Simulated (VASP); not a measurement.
# HfSnTeS3 (Immm) in VASP: single point with PBE

Aim: the single point of HfSnTeS3 with PBE.

All numbers are computed with VASP 6.6.1; they aren't measurements. Logs are shortened: lines on timing, memory, paths and dates and some standing lists are left out, and cuts for length are marked.

### 1 The cell of the first run

It takes space group Immm (No. 71, orthorhombic). Conventional cell: a = 5.002 Å, b = 7.613 Å, c = 8.133 Å, α = 90.00°, β = 90.00°, γ = 90.00°. Hf (site symmetry mmm) has 2 S at 2.27 Å and 2 Sn at 2.50 Å within 3.0 Å. Within 3.3 Å of Sn (site symmetry mmm) lie 2 Hf at 2.50 Å. Te (site symmetry mmm) has 2 S at 1.80 Å within 2.4 Å. Within 2.4 Å of S (site symmetry mm2) lie 1 Te at 1.80 Å and 1 Hf at 2.27 Å. S (site symmetry mmm) has 2 Te at 2.50 Å and 4 S at 3.08 Å within 3.3 Å.

### 2 Single point, PBE

File INCAR:

```
ALGO     = Normal         # electronic algorithm
EDIFF    = 1E-6           # SCF threshold, eV
ENCUT    = 520            # plane-wave cutoff, eV
GGA      = PE             # functional
ISIF     = 2              # what is computed and relaxed
ISMEAR   = 0              # smearing method
LASPH    = T              # aspherical terms in the spheres
LCHARG   = F              # write CHGCAR
LREAL    = F              # projectors in reciprocal space
LWAVE    = F              # write WAVECAR
NBANDS   = 33             # bands
NELM     = 80             # most SCF steps
PREC     = Accurate       # precision mode
SIGMA    = 0.1            # smearing width, eV
```

File KPOINTS:

```
k-points
0
Gamma
  4 4 4
```

File POSCAR:

```
HfSnTeS3
1.0
   -2.5009525700      3.8066425900      4.0666118100
    2.5009525700     -3.8066425900      4.0666118100
    2.5009525700      3.8066425900     -4.0666118100
Hf Sn Te S
1 1 1 3
Direct
    0.5000000000      0.5000000000      0.0000000000
    0.5000000000      0.0000000000      0.5000000000
    0.0000000000      0.0000000000      0.0000000000
    0.7790868800      0.7790868800      0.0000000000
    0.2209131200      0.2209131200      0.0000000000
    0.0000000000      0.5000000000      0.5000000000
```

Potentials or basis: VASP PAW PBE potentials, release 64 (Hf_pv, Sn_d, Te, S).

On the command line:

```sh
cat potpaw_PBE.64/Hf_pv/POTCAR potpaw_PBE.64/Sn_d/POTCAR potpaw_PBE.64/Te/POTCAR potpaw_PBE.64/S/POTCAR > POTCAR
mpirun -np 1 vasp_std > vasp.out
```

OUTCAR:

```text
EDIFF = 1E-6
   ENCUT = 520
   GGA = PE
   ISIF = 2
   ISMEAR = 0
   LASPH = T
   LREAL = F
   NELM = 80
   PREC = Accurate

 ion  position               nearest neighbor table
   1  0.500  0.500  0.000-   4 2.27   5 2.27   2 2.50   2 2.50
   2  0.500  0.000  0.500-   1 2.50   1 2.50
   3  0.000  0.000  0.000-   4 1.80   5 1.80   6 2.50   6 2.50
   4  0.779  0.779  0.000-   3 1.80   1 2.27
   5  0.221  0.221  0.000-   3 1.80   1 2.27
   6  0.000  0.500  0.500-   3 2.50   3 2.50

  LATTYP: Found a body centered orthorhombic cell.
 ALAT       =     5.0019051400
 B/A-ratio  =     1.5220770820
 C/A-ratio  =     1.6260251629

  Lattice vectors:

 A1 = (  -2.5009525700,   3.8066425900,   4.0666118100)
 A2 = (   2.5009525700,  -3.8066425900,   4.0666118100)
 A3 = (   2.5009525700,   3.8066425900,  -4.0666118100)

Analysis of symmetry for initial positions (statically):
=====================================================================
 Subroutine PRICEL returns:
 Original cell was already a primitive cell.

 Routine SETGRP: Setting up the symmetry group for a
 body centered orthorhombic supercell.

 Subroutine GETGRP returns: Found  8 space group operations
 (whereof  8 operations were pure point group operations)
 out of a pool of  8 trial point group operations.

The static configuration has the point symmetry D_2h.

Analysis of symmetry for dynamics (positions and initial velocities):
=====================================================================
 Subroutine PRICEL returns:
 Original cell was already a primitive cell.

 Routine SETGRP: Setting up the symmetry group for a
 body centered orthorhombic supercell.

 Subroutine GETGRP returns: Found  8 space group operations
 (whereof  8 operations were pure point group operations)
 out of a pool of  8 trial point group operations.

The dynamic configuration has the point symmetry D_2h.

 Subroutine INISYM returns: Found  8 space group operations
 (whereof  8 operations are pure point group operations),
 and found     1 'primitive' translations

----------------------------------------------------------------------------------------

                                     Primitive cell

  volume of cell :     154.8604

  direct lattice vectors                    reciprocal lattice vectors
    -2.500952570  3.806642590  4.066611810     0.000000000  0.131349342  0.122952478
     2.500952570 -3.806642590  4.066611810     0.199923823  0.000000000  0.122952478
     2.500952570  3.806642590 -4.066611810     0.199923823  0.131349342  0.000000000

  length of vectors
     6.105949818  6.105949818  6.105949818     0.179916541  0.234705874  0.239211590

  position of ions in fractional coordinates (direct lattice)
     0.500000000  0.500000000  0.000000000
     0.500000000  0.000000000  0.500000000
     0.000000000  0.000000000  0.000000000
     0.779086880  0.779086880  0.000000000
     0.220913120  0.220913120  0.000000000
     0.000000000  0.500000000  0.500000000

  ion indices of the primitive-cell ions
   primitive index   ion index
                 1           1
                 2           2
                 3           3
                 4           4
                 5           5
                 6           6

----------------------------------------------------------------------------------------

 KPOINTS: k-points

Automatic generation of k-mesh.
 Grid dimensions read from file:
 generate k-points for:    4    4    4

 Generating k-lattice:

  Cartesian coordinates                     Fractional coordinates (reciprocal lattice)
     0.000000000  0.032837336  0.030738120     0.250000000 -0.000000000  0.000000000
     0.049980956  0.000000000  0.030738120    -0.000000000  0.250000000  0.000000000
     0.049980956  0.032837336  0.000000000     0.000000000 -0.000000000  0.250000000

  Length of vectors
     0.044979135  0.058676468  0.059802898

  Shift w.r.t. Gamma in fractional coordinates (k-lattice)
     0.000000000  0.000000000  0.000000000

 Subroutine IBZKPT returns following result:
 ===========================================

 Found     18 irreducible k-points:

 Following reciprocal coordinates:
            Coordinates               Weight
  0.000000  0.000000  0.000000      1.000000
  0.250000  0.000000  0.000000      4.000000
  0.500000  0.000000  0.000000      2.000000
  0.000000  0.250000 -0.000000      4.000000
  0.250000  0.250000  0.000000      8.000000
  0.500000  0.250000  0.000000      8.000000
[... 10 lines left out ...]
 -0.250000 -0.250000  0.250000      2.000000
  0.500000  0.500000  0.500000      1.000000
   k-points           NKPTS =     18   k-points in BZ     NKDIM =     18   number of bands    NBANDS=     33
   number of dos      NEDOS =    301   number of ions     NIONS =      6
   total plane-waves  NPLWV = 110592
   dimension x,y,z NGX =    48 NGY =   48 NGZ =   48
   dimension x,y,z NGXF=    96 NGYF=   96 NGZF=   96
   ions per type =               1   1   1   3
   NGX,Y,Z   is equivalent  to a cutoff of  13.07, 13.07, 13.07 a.u.
   NGXF,Y,Z  is equivalent  to a cutoff of  26.14, 26.14, 26.14 a.u.
 SYSTEM =  unknown system
   PREC   = accura    normal or accurate (medium, high low for compatibility)
   ISTART =      0    job   : 0-new  1-cont  2-samecut
   ICHARG =      2    charge: 1-file 2-atom 10-const
   ISPIN  =      1    spin polarized calculation?
   LNONCOLLINEAR =      F non collinear calculations
   LSORBIT =      F    spin-orbit coupling
   LASPH  =      T    aspherical Exc in radial PAW
   ENCUT  =  520.0 eV  38.22 Ry    6.18 a.u.  11.35 11.35 11.35*2*pi/ulx,y,z
   NELM   =     80;   NELMIN=  2; NELMDL= -5     # of ELM steps
   EDIFF  = 0.1E-05   stopping-criterion for ELM
   LREAL  =      F    real-space projection
   EDIFFG = 0.1E-04   stopping-criterion for IOM
   NSW    =      0    number of steps for IOM
   IBRION =     -1    ionic relax: 0-MD 1-quasi-New 2-CG
   NFREE  =      0    steps in history (QN), initial steepest desc. (CG)
   ISIF   =      2    stress and relaxation
   ISYM   =      2    0-nonsym 1-usesym 2-fastsym
   POTIM  = 0.5000    time-step for ionic-motion
   TEBEG  =    0.0;   TEEND  =   0.0 temperature during run
   PSTRESS=    0.0 pullay stress
   NELECT =      48.0000    total number of electrons
   NUPDOWN=      -1.0000    fix difference up-down
   EMIN   =  10.00;   EMAX   =-10.00  energy-range for DOS
   EFERMI =   0.00;   METHOD = LEGACY
   ISMEAR =     0;   SIGMA  =   0.10  broadening in eV -4-tet -1-fermi 0-gaus
   EFERMI_NEDOS =   21; number of points for ismear=-14 and -15
   IALGO  =     38    algorithm
   IMIX   =      4    mixing-type and parameters
     AMIX     =   0.40;   BMIX     =  1.00
     AMIX_MAG =   1.60;   BMIX_MAG =  1.00
  volume/ion in A,a.u.               =      25.81       174.17
  Fermi-wavevector in a.u.,A,eV,Ry     =   1.107920  2.093666 16.700977  1.227487
  Thomas-Fermi vector in A             =   2.244441
   LORBIT       =      0    0 simple, 1 ext, 2 COOP (PROOUT), +10 PAW based schemes
   GGA     = PE    functional components
   LHFCALC =     F    Hartree Fock is set to
   AEXX    =    0.0000 exact exchange contribution
   IVDW    =     0    specifies the selected vdW correction
   LEPSILON=     F    determine dielectric tensor
   LRPA    =     F    only Hartree local field effects (RPA)
 non-spin polarized calculation
 Gauss-broadening in eV      SIGMA  =   0.10
  energy-cutoff  :      520.00
  volume of cell :      154.86
 maximum number of plane-waves:      4209
 NGX is ok and might be reduce to    48
   NGX = 23   NGY = 23   NGZ = 23

 number of electron      47.9999997 magnetization

 Free energy of the ion-electron system (eV)
  ---------------------------------------------------
  ext. energy  EPLUGINS =         0.00000000
  ---------------------------------------------------
  free energy    TOTEN  =       -13.05657437 eV

  energy without entropy =      -13.03190557  energy(sigma->0) =      -13.04423997

 E-fermi :   5.1785     XC(G=0):  -9.1206

 val. band max:        5.1420275003   @ k =   0.5000   0.5000   0.2500
 cond. band min:       5.1881128302   @ k =   0.5000   0.2500   0.0000
 fundamental gap:      0.0460853299
 Fermi energy:         5.1784866257

 k-point     1 :       0.0000    0.0000    0.0000
  band No.  band energies     occupation
      1     -26.1262      2.00000
      2     -26.0137      2.00000
      3     -25.9129      2.00000
      4     -16.3062      2.00000
      5     -16.1815      2.00000
      6     -16.0791      2.00000
[... 25 lines left out ...]
     32       9.9587      0.00000
     33      10.9310      0.00000

 k-point     2 :       0.2500    0.0000    0.0000
  band No.  band energies     occupation
      1     -26.1263      2.00000
      2     -26.0137      2.00000
      3     -25.9129      2.00000
      4     -16.3061      2.00000
      5     -16.1814      2.00000
      6     -16.0791      2.00000
[... 25 lines left out ...]
     32      10.1735      0.00000
     33      10.8553      0.00000

 k-point     3 :       0.5000    0.0000    0.0000
  band No.  band energies     occupation
      1     -26.1263      2.00000
      2     -26.0138      2.00000
      3     -25.9129      2.00000
      4     -16.3061      2.00000
      5     -16.1814      2.00000
      6     -16.0790      2.00000
[... 25 lines left out ...]
     32       9.8246      0.00000
     33      10.6680      0.00000

 k-point     4 :       0.0000    0.2500   -0.0000
  band No.  band energies     occupation
      1     -26.1278      2.00000
      2     -26.0152      2.00000
      3     -25.9569      2.00000
      4     -16.2131      2.00000
      5     -16.1711      2.00000
      6     -16.0790      2.00000
[... 25 lines left out ...]
     32      10.0133      0.00000
     33      10.5470      0.00000

 k-point     5 :       0.2500    0.2500    0.0000
  band No.  band energies     occupation
      1     -26.1279      2.00000
      2     -26.0153      2.00000
      3     -25.9569      2.00000
      4     -16.2131      2.00000
      5     -16.1711      2.00000
      6     -16.0789      2.00000
[... 388 lines left out ...]
 k-point    16 :       0.5000   -0.2500    0.2500
  band No.  band energies     occupation
      1     -26.1264      2.00000
      2     -26.0138      2.00000
      3     -25.9129      2.00000
      4     -16.3061      2.00000
      5     -16.1814      2.00000
      6     -16.0789      2.00000
[... 25 lines left out ...]
     32      10.0031      0.00000
     33      10.5658      0.00000

 k-point    17 :      -0.2500   -0.2500    0.2500
  band No.  band energies     occupation
      1     -26.1263      2.00000
      2     -26.0137      2.00000
      3     -25.9129      2.00000
      4     -16.3061      2.00000
      5     -16.1814      2.00000
      6     -16.0790      2.00000
[... 25 lines left out ...]
     32       9.9540      0.00000
     33      10.0414      0.00000

 k-point    18 :       0.5000    0.5000    0.5000
  band No.  band energies     occupation
      1     -26.1265      2.00000
      2     -26.0138      2.00000
      3     -25.9129      2.00000
      4     -16.3061      2.00000
      5     -16.1813      2.00000
      6     -16.0788      2.00000
[... 25 lines left out ...]
     32      10.3059      0.00000
     33      10.7801      0.00000

------------------------ aborting loop because EDIFF is reached ----------------------------------------

  FORCE on cell =-STRESS in cart. coord.  units (eV):
  Direction    XX          YY          ZZ          XY          YZ          ZX
  --------------------------------------------------------------------------------------
  -------------------------------------------------------------------------------------
  Total       28.1679647     -3.9771638    106.4806866      0.0000000      0.0000000      0.0000000
  in kB      291.4243140    -41.1475320   1101.6437082      0.0000000      0.0000000      0.0000000
  external PRESSURE =     450.6401634 kB  Pullay stress =       0.0000000 kB

 VOLUME and BASIS-vectors are now :
 -----------------------------------------------------------------------------
  energy-cutoff  :      520.00
  volume of cell :      154.86
      direct lattice vectors                 reciprocal lattice vectors
    -2.500952570  3.806642590  4.066611810     0.000000000  0.131349342  0.122952478
     2.500952570 -3.806642590  4.066611810     0.199923823  0.000000000  0.122952478
     2.500952570  3.806642590 -4.066611810     0.199923823  0.131349342  0.000000000

 POSITION                                       TOTAL-FORCE (eV/Angst)
 -----------------------------------------------------------------------------------
      0.00000      0.00000      4.06661         0.000000     -0.000000      0.000000
      0.00000      3.80664      0.00000         0.000000     -0.000000      0.000000
      0.00000      0.00000      0.00000         0.000000     -0.000000      0.000000
      0.00000      0.00000      6.33649        -0.000000     -0.000000    -25.009929
      0.00000      0.00000      1.79674        -0.000000      0.000000     25.009929
      2.50095      0.00000      0.00000         0.000000     -0.000000      0.000000
 -----------------------------------------------------------------------------------
    total drift:                               -0.000000     -0.000000      0.000000

  FREE ENERGIE OF THE ION-ELECTRON SYSTEM (eV)
  ---------------------------------------------------
  free  energy   TOTEN  =       -13.0565743749 eV

  energy  without entropy=      -13.0319055723  energy(sigma->0) =      -13.04423997
```

It took 3.6 min on 1 thread of AMD EPYC 7R43 (Zen 3), shared host; peak memory 0.33 GiB.

Results:

```
Free energy            : -13.0566 eV
Pressure               : 45.1 GPa
Largest force          : 25.010 eV/Å
Band gap on the k mesh : zero (band 24 reaches 6.00 eV, above the bottom of band 25 at 4.73 eV)
```

Forces in eV/Å, atoms in the order of the input:
```
Hf    0.000   0.000   0.000
Sn    0.000   0.000   0.000
Te    0.000   0.000   0.000
S     0.000   0.000 -25.010
S     0.000   0.000  25.010
S     0.000   0.000   0.000
```

Levels at points of the mesh, in eV from the Fermi level:
```csv
k point,band 22,band 23,band 24,band 25,band 26,band 27
"(0.00, 0.00, 0.00)",-0.42,-0.41,0.42,0.56,1.14,1.17
"(0.50, 0.00, 0.00)",-0.73,-0.60,0.55,0.87,0.87,1.53
"(0.00, 0.50, 0.00)",-2.11,-1.87,-0.73,-0.45,0.79,2.52
"(0.50, 0.50, 0.00)",-1.61,-1.48,-0.33,0.49,0.77,0.82
"(0.50, 0.50, 0.50)",-0.40,0.13,0.57,0.84,0.88,0.98
```

Caveat: the k points lie up to 0.38 Å⁻¹ apart; spin-orbit coupling is left out, which moves the levels of the heavy elements; forces of over 1 eV/Å act on the atoms, so gaps and moduli don't describe the material at rest.
